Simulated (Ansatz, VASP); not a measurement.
Ga: VASP beside Ansatz

File INCAR:

```
SYSTEM = Ga
PREC     = Accurate       ! precision mode
ENCUT    = 520            ! plane-wave cutoff, eV
EDIFF    = 1E-6           ! SCF threshold, eV
ISMEAR   = -1             ! smearing method
SIGMA    = 0.03           ! smearing width, eV
LREAL    = .False.        ! projectors in reciprocal space
LASPH    = .True.         ! aspherical terms in the spheres
NELM     = 80             ! most SCF steps
ALGO     = Normal         ! electronic algorithm
ISIF     = 2              ! what is computed and relaxed
LWAVE    = .False.        ! write WAVECAR
LCHARG   = .False.        ! write CHGCAR
GGA      = PE             ! functional
NBANDS   = 20             ! bands
```

Contents of KPOINTS:

```
Automatic mesh
0
Gamma
  14 14 11
  0 0 0
```

The input POSCAR:

```
Ga
1.0
    1.3783745474     -4.0130333442      0.0000000000
    1.3783745474      4.0130333442      0.0000000000
   -0.1170571877      0.0000000000      3.3187930272
Ga
2
Direct
    0.8690000000      0.1310000000      0.2500000000
    0.1310000000      0.8690000000      0.7500000000
```

Input for Ansatz:

```yaml
crystal:
  lattice:
    - [1.3783745474, -4.0130333442, 0.0]
    - [1.3783745474, 4.0130333442, 0.0]
    - [-0.1170571877, 0.0, 3.3187930272]
  atoms:
    - { symbol: Ga, position: [0.869, 0.131, 0.25] }
    - { symbol: Ga, position: [0.131, 0.869, 0.75] }
kpoints:
  mp_grid: { grid: [14, 14, 11] }
  band_path:
    path:
      - [0.0, 0.0, 0.0]
      - [-0.5, 0.5, 0.0]
      - [-0.5, 0.5, 0.5]
      - [0.0, 0.0, 0.5]
      - [0.0, 0.0, 0.0]
      - [-0.5, 0.0, 0.5]
      - [0.0, 0.0, 0.0]
      - [-0.5, 0.0, 0.0]
    npoints: 5
scf:
  occupations: { method: fermi_dirac, width: 0.03 }
hamiltonian:
  xc: pbe
  pseudopotentials: { kind: all_electron, lapw: { basis_error: 0.0005 } }
output:
  forces: true
  stress: true
  eigenvalues: true
```

Change from the starting cell: volume scaled by 0.99.

Alike in both runs: task single point; functional PBE; k mesh 14 × 14 × 11; occupations fermi-dirac, width 0.03 eV; no spin polarisation.

```csv
,VASP,Ansatz
version,VASP 6.6.1,Ansatz 0.2.0
potentials or method,"VASP PAW PBE potentials, release 64 (Ga_d), cutoff 520 eV","all-electron LAPW, scalar-relativistic"
```

VASP gave:

- pressure (GPa): 2.5
- traceless stress, the component that is largest in VASP (GPa): -0.23
- rms of the force components (eV/Å): 0.112

Estimate Ansatz's values.

pressure (GPa): 2.4; traceless stress, the component that is largest in VASP (GPa): -0.20; rms of the force components (eV/Å): 0.111.

Atom by atom the forces differ by 0.001 eV/Å (rms over components). Ansatz ran all-electron here, and VASP with PAW potentials.
